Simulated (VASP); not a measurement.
The system is Ni.

```
CELL_PARAMETERS angstrom
3.53470 1.76735 1.76735
1.76735 3.53470 1.76735
1.76735 1.76735 3.53470
ATOMIC_POSITIONS crystal
Ni 0.00000 0.00000 0.00000
Ni 0.50000 0.50000 0.50000
```

Base run:

```yaml
Program: VASP 6.6.1
Functional: PBE
Potentials_or_basis: VASP PAW PBE potentials, release 64 (Ni)
Cutoff: 520 eV
k_mesh: 13 × 13 × 13
Occupations: gaussian, width 0.1 eV
Spin: no spin polarisation
```

Its results: pressure -3.7 GPa.

Task: The run is repeated on the same cell with these changes: spin from no spin polarisation to collinear spin, ferromagnetic start; further incar settings from ALGO = Normal; EDIFF = 1e-07; NBANDS = 17 to ALGO = Normal; EDIFF = 1e-07; NBANDS = 21. What comes out?

Result: Pressure -2.7 GPa; net moment 1.26 μB per cell; site moments Ni +0.64 μB.

Caveats: the cell stands under tension (at least some runs).
